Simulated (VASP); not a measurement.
# LiY3 (Fm-3m) in VASP: further runs, part 2 of 2

VASP 6.6.1.

## (3) Single point, PBE

This run uses another cell than the first one, of 29.06 Å³/atom.

INCAR reads:

```
ALGO = Normal ; EDIFF = 1E-7
ENCUT = 520 ; GGA = PE
ISIF = 2 ; ISMEAR = -1
LASPH = T ; LCHARG = F
LREAL = F ; LWAVE = F
NBANDS = 26 ; NELM = 80
PREC = Accurate ; SIGMA = 0.1
```

KPOINTS reads:

```
k-points
0
Gamma
  5 5 5
```

POSCAR reads:

```
LiY3
1.0
    0.0000000000      3.8736777080      3.8736777080
    3.8736777080      0.0000000000      3.8736777080
    3.8736777080      3.8736777080      0.0000000000
Li Y
1 3
Direct
    0.0000000000      0.0000000000      0.0000000000
    0.2500000000      0.2500000000      0.2500000000
    0.7500000000      0.7500000000      0.7500000000
    0.5000000000      0.5000000000      0.5000000000
```

Potentials or basis: VASP PAW PBE potentials, release 64 (Li_sv, Y_sv).

On the command line:

```
> cat potpaw_PBE.64/Li_sv/POTCAR potpaw_PBE.64/Y_sv/POTCAR > POTCAR
> mpirun -np 1 vasp_std > vasp.out
```

OUTCAR:

```text
EDIFF = 1E-7
   ENCUT = 520
   GGA = PE
   ISIF = 2
   ISMEAR = -1
   LASPH = T
   LREAL = F
   NELM = 80
   PREC = Accurate

 ion  position               nearest neighbor table
   1  0.000  0.000  0.000-   3 3.35   3 3.35   3 3.35   2 3.35   2 3.35   2 3.35   3 3.35   2 3.35

   2  0.250  0.250  0.250-   1 3.35   1 3.35   1 3.35   4 3.35   4 3.35   4 3.35   4 3.35   1 3.35
                             3 3.87   3 3.87   3 3.87   3 3.87   3 3.87   3 3.87
   3  0.750  0.750  0.750-   4 3.35   4 3.35   4 3.35   1 3.35   1 3.35   1 3.35   4 3.35   1 3.35
                             2 3.87   2 3.87   2 3.87   2 3.87   2 3.87   2 3.87
   4  0.500  0.500  0.500-   2 3.35   2 3.35   2 3.35   3 3.35   3 3.35   3 3.35   3 3.35   2 3.35

  LATTYP: Found a face centered cubic cell.
 ALAT       =     7.7473554160

  Lattice vectors:

 A1 = (   0.0000000000,   3.8736777080,   3.8736777080)
 A2 = (   3.8736777080,   0.0000000000,   3.8736777080)
 A3 = (   3.8736777080,   3.8736777080,   0.0000000000)

Analysis of symmetry for initial positions (statically):
=====================================================================
 Subroutine PRICEL returns:
 Original cell was already a primitive cell.

 Routine SETGRP: Setting up the symmetry group for a
 face centered cubic supercell.

 Subroutine GETGRP returns: Found 48 space group operations
 (whereof 48 operations were pure point group operations)
 out of a pool of 48 trial point group operations.

The static configuration has the point symmetry O_h .

Analysis of symmetry for dynamics (positions and initial velocities):
=====================================================================
 Subroutine PRICEL returns:
 Original cell was already a primitive cell.

 Routine SETGRP: Setting up the symmetry group for a
 face centered cubic supercell.

 Subroutine GETGRP returns: Found 48 space group operations
 (whereof 48 operations were pure point group operations)
 out of a pool of 48 trial point group operations.

[... 107 lines left out ...]
   IMIX   =      4    mixing-type and parameters
     AMIX     =   0.40;   BMIX     =  1.00
     AMIX_MAG =   1.60;   BMIX_MAG =  1.00
  volume/ion in A,a.u.               =      29.06       196.13
  Fermi-wavevector in a.u.,A,eV,Ry     =   1.107581  2.093025 16.690753  1.226736
  Thomas-Fermi vector in A             =   2.244097
   LORBIT       =      0    0 simple, 1 ext, 2 COOP (PROOUT), +10 PAW based schemes
   GGA     = PE    functional components
   LHFCALC =     F    Hartree Fock is set to
   AEXX    =    0.0000 exact exchange contribution
   IVDW    =     0    specifies the selected vdW correction
   LEPSILON=     F    determine dielectric tensor
   LRPA    =     F    only Hartree local field effects (RPA)
 non-spin polarized calculation
  energy-cutoff  :      520.00
  volume of cell :      116.25
 maximum number of plane-waves:      3150
 NGX is ok and might be reduce to    42
   NGX = 21   NGY = 21   NGZ = 21

 number of electron      36.0000008 magnetization

 Free energy of the ion-electron system (eV)
  ---------------------------------------------------
  ext. energy  EPLUGINS =         0.00000000
  ---------------------------------------------------
  free energy    TOTEN  =       -20.52171168 eV

  energy without entropy =      -20.36353312  energy(sigma->0) =      -20.44262240

 E-fermi :   2.6926     XC(G=0):  -9.1081

 val. band max:        2.6506049603   @ k =   0.4000   0.0000   0.0000
 cond. band min:       2.8639084893   @ k =   0.4000   0.2000   0.0000
 fundamental gap:      0.2133035290
 Fermi energy:         2.6926315903

 k-point     1 :       0.0000    0.0000    0.0000
  band No.  band energies     occupation
      1     -42.9009      2.00000
      2     -40.1968      2.00000
      3     -40.1488      2.00000
      4     -39.9873      2.00000
      5     -20.2600      2.00000
      6     -20.2600      2.00000
[... 279 lines left out ...]
     25       5.3203      0.00000
     26       5.7773      0.00000

------------------------ aborting loop because EDIFF is reached ----------------------------------------

  FORCE on cell =-STRESS in cart. coord.  units (eV):
  Direction    XX          YY          ZZ          XY          YZ          ZX
  --------------------------------------------------------------------------------------
  -------------------------------------------------------------------------------------
  Total        0.4796396      0.4796396      0.4796396     -0.0000000     -0.0000000      0.0000000
  in kB        6.6103610      6.6103610      6.6103610     -0.0000000     -0.0000000      0.0000000
  external PRESSURE =       6.6103610 kB  Pullay stress =       0.0000000 kB

 VOLUME and BASIS-vectors are now :
 -----------------------------------------------------------------------------
  energy-cutoff  :      520.00
  volume of cell :      116.25
      direct lattice vectors                 reciprocal lattice vectors
     0.000000000  3.873677708  3.873677708    -0.129076304  0.129076304  0.129076304
     3.873677708  0.000000000  3.873677708     0.129076304 -0.129076304  0.129076304
     3.873677708  3.873677708  0.000000000     0.129076304  0.129076304 -0.129076304

 POSITION                                       TOTAL-FORCE (eV/Angst)
 -----------------------------------------------------------------------------------
      0.00000      0.00000      0.00000        -0.000000      0.000000     -0.000000
      1.93684      1.93684      1.93684         0.000000      0.000000      0.000000
      5.81052      5.81052      5.81052         0.000000     -0.000000     -0.000000
      3.87368      3.87368      3.87368        -0.000000      0.000000     -0.000000
 -----------------------------------------------------------------------------------
    total drift:                               -0.000000     -0.000000      0.000000

  FREE ENERGIE OF THE ION-ELECTRON SYSTEM (eV)
  ---------------------------------------------------
  free  energy   TOTEN  =       -20.5217116779 eV

  energy  without entropy=      -20.3635331242  energy(sigma->0) =      -20.44262240
```

OSZICAR:

```text
N       E                     dE             d eps       ncg     rms          rms(c)
DAV:   1     0.182973709564E+03    0.18297E+03   -0.16876E+04   520   0.131E+03
DAV:   2    -0.151423132194E+01   -0.18449E+03   -0.17937E+03   608   0.321E+02
DAV:   3    -0.204687669248E+02   -0.18955E+02   -0.18607E+02   938   0.561E+01
DAV:   4    -0.215842941414E+02   -0.11155E+01   -0.11110E+01   678   0.157E+01
DAV:   5    -0.216268066695E+02   -0.42513E-01   -0.42481E-01   790   0.279E+00    0.353E+01
DAV:   6    -0.205825426752E+02    0.10443E+01   -0.20644E+00   560   0.541E+00    0.220E+01
DAV:   7    -0.205579530231E+02    0.24590E-01   -0.24704E+00   772   0.581E+00    0.294E+00
DAV:   8    -0.205237021407E+02    0.34251E-01   -0.51092E-01   598   0.280E+00    0.773E-01
DAV:   9    -0.205224498273E+02    0.12523E-02   -0.47114E-02   742   0.120E+00    0.363E-01
DAV:  10    -0.205217448902E+02    0.70494E-03   -0.90034E-03   684   0.471E-01    0.129E-01
DAV:  11    -0.205217088789E+02    0.36011E-04   -0.15650E-03   774   0.240E-01    0.341E-02
DAV:  12    -0.205217166162E+02   -0.77373E-05   -0.15895E-04   718   0.718E-02    0.253E-02
DAV:  13    -0.205217130090E+02    0.36073E-05   -0.14921E-05   774   0.232E-02    0.741E-03
DAV:  14    -0.205217118016E+02    0.12073E-05   -0.61310E-06   806   0.132E-02    0.882E-03
DAV:  15    -0.205217116400E+02    0.16156E-06   -0.66084E-07   686   0.523E-03    0.489E-03
DAV:  16    -0.205217116779E+02   -0.37845E-07   -0.87596E-08   340   0.205E-03
   1 F= -.20521712E+02 E0= -.20442622E+02  d E =-.158179E+00
```

Wall time 1.7 min (1 thread of Intel Xeon 8259CL, shared host); peak memory 0.27 GiB.

What came out:

```yaml
Free_energy: -20.5217 eV
Band_gap_on_the_k_mesh: zero (bands 18 and 19 overlap by 0.58 eV)
```

Levels at points of the mesh, in eV from the Fermi level:
```tsv
k point	band 16	band 17	band 18	band 19	band 20	band 21
(0.00, 0.00, 0.00)	-0.91	-0.39	-0.39	-0.39	0.58	0.58
```

Caveat: the cutoff is under 1.25 times the usual one of these potentials, so pressure, stress and relaxed cells hold a basis-set (Pulay) error.

## (4) Single point, PBE

This run uses another cell than the first one, of 29.95 Å³/atom.

INCAR reads:

```
SYSTEM = LiY3
PREC = Accurate
ENCUT = 520
EDIFF = 1E-6
ISMEAR = -1
SIGMA = 0.1
LREAL = .False.
LASPH = .True.
NELM = 60
ALGO = Normal
ISIF = 2
LWAVE = .False.
LCHARG = .False.
GGA = PE
NBANDS = 26
```

KPOINTS reads:

```
regular mesh
0
Gamma
  5 5 5
  0 0 0
```

POSCAR reads:

```
LiY3
1.0
    0.0000000000      3.9128084141      3.9128084141
    3.9128084141      0.0000000000      3.9128084141
    3.9128084141      3.9128084141      0.0000000000
Li Y
1 3
Direct
    0.0000000000      0.0000000000      0.0000000000
    0.2500000000      0.2500000000      0.2500000000
    0.7500000000      0.7500000000      0.7500000000
    0.5000000000      0.5000000000      0.5000000000
```

On the command line:

```
> cat potpaw_PBE.64/Li_sv/POTCAR potpaw_PBE.64/Y_sv/POTCAR > POTCAR
> mpirun -np 1 vasp_std > vasp.out
```

It took 1.9 min on 1 thread of Intel Xeon 8259CL, shared host; peak memory 0.26 GiB.

It converged, with:

```
Free energy            : -20.5257 eV
Band gap on the k mesh : zero (bands 18 and 19 overlap by 0.58 eV)
```

Levels at points of the mesh, in eV from the Fermi level:
| k point | band 16 | band 17 | band 18 | band 19 | band 20 | band 21 |
| --- | --- | --- | --- | --- | --- | --- |
| (0.00, 0.00, 0.00) | -0.86 | -0.38 | -0.38 | -0.38 | 0.55 | 0.55 |

Caveat: the cutoff is under 1.25 times the usual one of these potentials, so pressure, stress and relaxed cells hold a basis-set (Pulay) error.

## (5) Single point, PBE

This run uses another cell than the first one, of 30.84 Å³/atom.

INCAR reads:

```
PREC     = Accurate       # precision mode
ENCUT    = 520            # plane-wave cutoff, eV
EDIFF    = 1E-6           # SCF threshold, eV
ISMEAR   = -1             # smearing method
SIGMA    = 0.1            # smearing width, eV
LREAL    = False          # projectors in reciprocal space
LASPH    = True           # aspherical terms in the spheres
NELM     = 60             # most SCF steps
ALGO     = Normal         # electronic algorithm
ISIF     = 2              # what is computed and relaxed
LWAVE    = False          # write WAVECAR
LCHARG   = True           # write CHGCAR
GGA      = PE             # functional
LELF     = True           # ELF
LVHAR    = True         
NBANDS   = 26             # bands
```

KPOINTS reads:

```
regular mesh
0
Gamma
  5 5 5
```

POSCAR reads:

```
LiY3
1.0
    0.0000000000      3.9511717273      3.9511717273
    3.9511717273      0.0000000000      3.9511717273
    3.9511717273      3.9511717273      0.0000000000
Li Y
1 3
Direct
    0.0000000000      0.0000000000      0.0000000000
    0.2500000000      0.2500000000      0.2500000000
    0.7500000000      0.7500000000      0.7500000000
    0.5000000000      0.5000000000      0.5000000000
```

Potentials or basis: VASP PAW PBE potentials, release 64 (Li_sv, Y_sv).

On the command line:

```
> cat potpaw_PBE.64/Li_sv/POTCAR potpaw_PBE.64/Y_sv/POTCAR > POTCAR
> mpirun -np 1 vasp_std > vasp.out
```

OUTCAR:

```text
PREC = Accurate
   ENCUT = 520
   EDIFF = 1E-6
   ISMEAR = -1
   LREAL = False
   LASPH = True
   NELM = 60
   ISIF = 2
   GGA = PE

 ion  position               nearest neighbor table
   1  0.000  0.000  0.000-   3 3.42   3 3.42   3 3.42   2 3.42   3 3.42   2 3.42   2 3.42   2 3.42

   2  0.250  0.250  0.250-   1 3.42   1 3.42   1 3.42   1 3.42   4 3.42   4 3.42   4 3.42   4 3.42
                             3 3.95   3 3.95   3 3.95   3 3.95   3 3.95   3 3.95
   3  0.750  0.750  0.750-   4 3.42   4 3.42   4 3.42   1 3.42   4 3.42   1 3.42   1 3.42   1 3.42
[... 477 lines left out ...]
  -------------------------------------------------------------------------------------
  Total       -0.9380900     -0.9380900     -0.9380900     -0.0000000      0.0000000      0.0000000
  in kB      -12.1828069    -12.1828069    -12.1828069     -0.0000000      0.0000000      0.0000000
  external PRESSURE =     -12.1828069 kB  Pullay stress =       0.0000000 kB

 VOLUME and BASIS-vectors are now :
 -----------------------------------------------------------------------------
  energy-cutoff  :      520.00
  volume of cell :      123.37
      direct lattice vectors                 reciprocal lattice vectors
     0.000000000  3.951171727  3.951171727    -0.126544740  0.126544740  0.126544740
     3.951171727  0.000000000  3.951171727     0.126544740 -0.126544740  0.126544740
     3.951171727  3.951171727  0.000000000     0.126544740  0.126544740 -0.126544740

 POSITION                                       TOTAL-FORCE (eV/Angst)
 -----------------------------------------------------------------------------------
      0.00000      0.00000      0.00000         0.000000     -0.000000      0.000000
      1.97559      1.97559      1.97559        -0.000000     -0.000000     -0.000000
      5.92676      5.92676      5.92676         0.000000      0.000000      0.000000
      3.95117      3.95117      3.95117         0.000000     -0.000000      0.000000
 -----------------------------------------------------------------------------------
    total drift:                               -0.000000     -0.000000      0.000000

  FREE ENERGIE OF THE ION-ELECTRON SYSTEM (eV)
  ---------------------------------------------------
  free  energy   TOTEN  =       -20.5087330800 eV

  energy  without entropy=      -20.3370420320  energy(sigma->0) =      -20.42288756
```

OSZICAR:

```text
N       E                     dE             d eps       ncg     rms          rms(c)
DAV:   1     0.187835653560E+03    0.18784E+03   -0.17047E+04   520   0.131E+03
DAV:   2    -0.242140026657E+01   -0.19026E+03   -0.18498E+03   606   0.320E+02
DAV:   3    -0.207382765372E+02   -0.18317E+02   -0.17959E+02  1000   0.562E+01
DAV:   4    -0.216556208554E+02   -0.91734E+00   -0.91429E+00   686   0.152E+01
DAV:   5    -0.216934390812E+02   -0.37818E-01   -0.37806E-01   808   0.253E+00    0.341E+01
DAV:   6    -0.205872786458E+02    0.11062E+01   -0.21626E+00   558   0.543E+00    0.213E+01
DAV:   7    -0.205449360145E+02    0.42343E-01   -0.25613E+00   768   0.583E+00    0.295E+00
DAV:   8    -0.205111859462E+02    0.33750E-01   -0.54687E-01   614   0.282E+00    0.817E-01
DAV:   9    -0.205094484667E+02    0.17375E-02   -0.45162E-02   750   0.111E+00    0.409E-01
DAV:  10    -0.205087822905E+02    0.66618E-03   -0.10525E-02   682   0.497E-01    0.136E-01
DAV:  11    -0.205087310754E+02    0.51215E-04   -0.18615E-03   766   0.235E-01    0.339E-02
DAV:  12    -0.205087368169E+02   -0.57415E-05   -0.15140E-04   732   0.689E-02    0.223E-02
DAV:  13    -0.205087348666E+02    0.19503E-05   -0.10458E-05   758   0.166E-02    0.105E-02
DAV:  14    -0.205087330404E+02    0.18262E-05   -0.42185E-06   580   0.110E-02    0.671E-03
DAV:  15    -0.205087330800E+02   -0.39545E-07   -0.56709E-07   332   0.520E-03
   1 F= -.20508733E+02 E0= -.20422888E+02  d E =-.171691E+00
```

stdout:

```text
POSCAR found type information on POSCAR LiY
 POSCAR found :  2 types and       4 ions
 scaLAPACK will be used
 LDA part: xc-table for (Slater+PW92), standard interpolation
 POSCAR, INCAR and KPOINTS ok, starting setup
 FFT: planning ... GRIDC
 FFT: planning ... GRID_SOFT
 FFT: planning ... GRID
 WAVECAR not read
 entering main loop
```

It took 93 s on 1 thread of Intel Xeon 8259CL, shared host; peak memory 0.26 GiB.

What came out:

```yaml
Free_energy: -20.5087 eV
Band_gap_on_the_k_mesh: zero (bands 18 and 19 overlap by 0.58 eV)
```

Levels at points of the mesh, in eV from the Fermi level:
```tsv
k point	band 14	band 15	band 16	band 17	band 18	band 19	band 20	band 21	band 22	band 23
(0.00, 0.00, 0.00)	-4.47	-0.81	-0.81	-0.37	-0.37	-0.37	0.52	0.52	0.52	3.33
```

Caveat: the cutoff is under 1.25 times the usual one of these potentials, so pressure, stress and relaxed cells hold a basis-set (Pulay) error.

## (6) Single point, PBE

This run uses another cell than the first one, of 31.73 Å³/atom.

INCAR reads:

```
PREC = Accurate
ENCUT = 520
EDIFF = 1E-7
ISMEAR = -1
SIGMA = 0.1
LREAL = F
LASPH = T
NELM = 100
ALGO = Normal
ISIF = 2
LWAVE = F
LCHARG = F
GGA = PE
NBANDS = 26
```

KPOINTS is that of step 5.

POSCAR reads:

```
LiY3
1.0
    0.0000000000      3.9888041992      3.9888041992
    3.9888041992      0.0000000000      3.9888041992
    3.9888041992      3.9888041992      0.0000000000
Li Y
1 3
Direct
    0.0000000000      0.0000000000      0.0000000000
    0.2500000000      0.2500000000      0.2500000000
    0.7500000000      0.7500000000      0.7500000000
    0.5000000000      0.5000000000      0.5000000000
```

Potentials or basis: VASP PAW PBE potentials, release 64 (Li_sv, Y_sv).

On the command line:

```
> cat potpaw_PBE.64/Li_sv/POTCAR potpaw_PBE.64/Y_sv/POTCAR > POTCAR
> mpirun -np 1 vasp_std > vasp.out
```

Run time: 1.8 min. Hardware: 1 thread of Intel Xeon 8259CL, shared host; peak memory 0.27 GiB.

It converged, with:

```
Free energy            : -20.4735 eV
Band gap on the k mesh : zero (bands 18 and 19 overlap by 0.58 eV)
```

Levels at points of the mesh, in eV from the Fermi level:
```
           k point  band 14  band 15  band 16  band 17  band 18  band 19  band 20  band 21  band 22  band 23
(0.00, 0.00, 0.00)    -4.43    -0.77    -0.77    -0.36    -0.36    -0.36     0.49     0.49     0.49     3.23
```

Caveat: the cutoff is under 1.25 times the usual one of these potentials, so pressure, stress and relaxed cells hold a basis-set (Pulay) error.

## (7) Summary

```tsv
cell	gap on the mesh (eV)
a = 5.422 Å, angles 60.0°, 4 atoms	none
a = 5.478 Å, angles 60.0°, 4 atoms	none
a = 5.534 Å, angles 60.0°, 4 atoms	none
a = 5.588 Å, angles 60.0°, 4 atoms	none
a = 5.641 Å, angles 60.0°, 4 atoms	none
```

Alike in all rows: task single point; level PBE; potentials or basis VASP PAW PBE potentials, release 64 (Li_sv, Y_sv); no spin polarisation; k mesh 5 × 5 × 5; cutoff (eV) 520; smearing fermi-dirac 0.1 eV.

Caveats: the cutoff is under 1.25 times the usual one of these potentials, so pressure, stress and relaxed cells hold a basis-set (Pulay) error.

Total energies depend on the potentials used, so only differences within one code and one set of settings carry meaning.

The gap in the log of VASP goes by the Fermi energy; the results here count the filled bands.